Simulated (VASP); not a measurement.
Wanted: the native input for a VASP 6.6.1 run.

```
Task                   : single point
Functional             : PBE
Potentials or basis    : VASP PAW PBE potentials, release 64 (B, Sb, P)
Cutoff                 : 520 eV
k mesh                 : 6 × 6 × 6
Occupations            : gaussian, width 0.1 eV
Spin                   : no spin polarisation
Dipole correction      : no
Further INCAR settings : ALGO = Normal; EDIFF = 1e-06; NBANDS = 21
```

The structure of B3Sb2P lies in POSCAR:

```
B3Sb2P
1.0
   -2.2344003100      2.2344003100      4.9886823000
    2.2344003100     -2.2344003100      4.9886823000
    2.2344003100      2.2344003100     -4.9886823000
B Sb P
3 2 1
Direct
    0.7500000000      0.2500000000      0.5000000000
    0.2500000000      0.7500000000      0.5000000000
    0.5000000000      0.5000000000      0.0000000000
    0.6722758200      0.6722758200      0.0000000000
    0.3277241800      0.3277241800      0.0000000000
    0.0000000000      0.0000000000      0.0000000000
```

The cell was generated, and may not be a known phase.

These files were run (other wordings do the same):

INCAR

```
PREC     = Accurate       # precision mode
ENCUT    = 520            # plane-wave cutoff, eV
EDIFF    = 1E-6           # SCF threshold, eV
ISMEAR   = 0              # smearing method
SIGMA    = 0.1            # smearing width, eV
LREAL    = False          # projectors in reciprocal space
LASPH    = True           # aspherical terms in the spheres
NELM     = 60             # most SCF steps
ALGO     = Normal         # electronic algorithm
ISIF     = 2              # what is computed and relaxed
LWAVE    = False          # write WAVECAR
LCHARG   = False          # write CHGCAR
GGA      = PE             # functional
NBANDS   = 21             # bands
```

KPOINTS

```
regular mesh
0
Gamma
  6 6 6
```

Potentials or basis: VASP PAW PBE potentials, release 64 (B, Sb, P).

Run with:

```sh
$ cat potpaw_PBE.64/B/POTCAR potpaw_PBE.64/Sb/POTCAR potpaw_PBE.64/P/POTCAR > POTCAR
$ mpirun -np 1 vasp_std > vasp.out
```

It gave:

| Quantity | Value |
| --- | --- |
| Pressure | 29.2 GPa |
| Largest force | 13.905 eV/Å |
| Band gap on the k mesh | zero (bands 12 and 13 overlap by 1.97 eV) |

Caveat: the stress differs along the axes, from -0 to 88 GPa; spin-orbit coupling is left out, which moves the levels of the heavy elements; forces of over 1 eV/Å act on the atoms, so gaps and moduli don't describe the material at rest.

Run time: 110 s on 1 thread of Intel(R) Xeon(R) 6975P-C (Granite Rapids), on a shared host, peak memory 0.33 GiB.
